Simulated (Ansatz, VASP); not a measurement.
ZnCu in VASP and in Ansatz

```
Zn Cu
1.0
     2.98375    0.00000    0.00000
     0.00000    2.98375    0.00000
     0.00000    0.00000    2.98375
Zn Cu
1 1
Direct
  0.50000 0.50000 0.50000
  0.00000 0.00000 0.00000
```

Change from the starting cell: volume scaled by 1.04.

Alike in both runs: task single point; functional PBEsol; k mesh 9 × 9 × 9; occupations fermi-dirac, width 0.05 eV; no spin polarisation.

```csv
,VASP,Ansatz
version,VASP 6.6.1,Ansatz 0.2.0
potentials or method,"VASP PAW PBE potentials, release 64 (Zn, Cu), cutoff 520 eV","all-electron LAPW, scalar-relativistic"
```

|  | VASP | Ansatz | Ansatz less VASP |
| --- | --- | --- | --- |
| gap on the k mesh at the Fermi level (eV) | none | none | - |
| pressure (GPa) | -7.5 | -8.5 | -0.96 |

VASP's potentials were made for PBE, not for PBEsol. A gap of «none» marks a metal or a gap that the smearing closes. Ansatz ran all-electron here, and VASP with PAW potentials.
